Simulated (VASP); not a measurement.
Set up this calculation in VASP 6.6.1, as the native input.

```yaml
Task: electric field gradients
Functional: PBE
Potentials_or_basis: VASP PAW PBE potentials, release 64 (O)
Cutoff: 520 eV
k_mesh: 10 × 10 × 7
Occupations: fermi-dirac, width 0.02 eV
Spin: no spin polarisation
Dipole_correction: no
Further_INCAR_settings: ALGO = Normal; EDIFF = 1e-08; NBANDS = 13
```

The structure of O lies in POSCAR:

```
O
1.0
    2.7357900000     -1.7685300000     -0.0197400000
    2.6672100000      1.6604700000     -0.0883200000
   -2.0399498000     -0.0356600000      3.7872898000
O
2
Direct
    0.0640000000      0.0640000000      0.1530000000
    0.9360000000      0.9360000000      0.8470000000
```

This cell differs from its parent crystal: equal xy, yz and zx shear strains of -4 %.

The input as run:

INCAR

```
SYSTEM = O
ALGO     = Normal         ! electronic algorithm
EDIFF    = 1E-8           ! SCF threshold, eV
ENCUT    = 520            ! plane-wave cutoff, eV
GGA      = PE             ! functional
ISIF     = 2              ! what is computed and relaxed
ISMEAR   = -1             ! smearing method
LASPH    = .True.         ! aspherical terms in the spheres
LCHARG   = .False.        ! write CHGCAR
LEFG     = .True.       
LREAL    = .False.        ! projectors in reciprocal space
LWAVE    = .False.        ! write WAVECAR
NBANDS   = 13             ! bands
NELM     = 60             ! most SCF steps
PREC     = Accurate       ! precision mode
SIGMA    = 0.02           ! smearing width, eV
```

KPOINTS

```
k-points
0
Gamma
  10 10 7
  0 0 0
```

Potentials or basis: VASP PAW PBE potentials, release 64 (O).

Command:

```sh
$ cat potpaw_PBE.64/O/POTCAR > POTCAR
$ mpirun -np 1 vasp_std > vasp.out
```

It gave:

- Pressure: 11.7 GPa
- Largest force: 8.400 eV/Å
- Band gap on the k mesh: zero (bands 6 and 7 overlap by 0.56 eV)
- Largest electric field gradient by atom: O +113.2 V/Å²

Caveat: the cell differs from its parent crystal (equal xy, yz and zx shear strains of -4 %); the standard files for N, O and F lose accuracy on very short bonds; spin is off for a triplet molecule; the stress differs along the axes, from -5 to 44 GPa; this functional lacks dispersion, which holds the molecules together, so the pressure and a relaxed volume are unreliable; without QUAD_EFG the Cq values of the log hold for a quadrupole moment of 1 mb, not for the nuclei; forces of over 1 eV/Å act on the atoms, so gaps and moduli don't describe the material at rest.

Wall time 120 s on 1 thread of Oxide Virtual Turin-like Processor, on a shared host, peak memory 0.2 GiB.
